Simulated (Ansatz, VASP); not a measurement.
## Si3BTe2 in VASP and in Ansatz

```xyz
6
Lattice="3.2136 0.0000 0.0000 0.0000 3.2136 0.0000 0.0000 0.0000 11.1488" Properties=species:S:1:pos:R:3 pbc="T T T"
Si    0.0000    0.0000    0.0000
Si    1.6068    0.0000    9.3858
Si    0.0000    1.6068    1.7630
B     1.6068    1.6068    0.0000
Te    1.6068    0.0000    3.8519
Te    0.0000    1.6068    7.2969
```

Change from the starting cell: species swapped into the Mn3CoAs2 type (P-4m2, No. 115).

Alike in both runs: functional PBE; k mesh 4 × 4 × 4; occupations gaussian, width 0.1 eV; no spin polarisation.

Ansatz relaxed the structure, and its values are those at the end. VASP's run is a single point on that final structure, the one shown.

```csv
,VASP,Ansatz
version,VASP 6.6.1,Ansatz 0.2.0
potentials or method,"VASP PAW PBE potentials, release 64 (Si, B, Te), cutoff 520 eV","scalar-relativistic, plane waves, PAW"
valence electrons in the cell,27,47
```

VASP gave:

- gap on the k mesh at the Fermi level (eV): none
- pressure (GPa): -0.1
- rms of the force components (eV/Å): 0.007

Problem. What did Ansatz give for the same quantities?

Solution. gap on the k mesh at the Fermi level (eV): none; pressure (GPa): 0.0; rms of the force components (eV/Å): 0.002.

A gap of «none» marks a metal or a gap that the smearing closes. With one functional, cell and mesh, what is left measures potentials, basis and numerics. VASP's potentials hold 27 valence electrons a cell and Ansatz's 47, so a difference there can come from the potentials and not from the codes.

The k mesh is coarse, so the values compare programs but aren't converged. Spin-orbit coupling is off throughout.
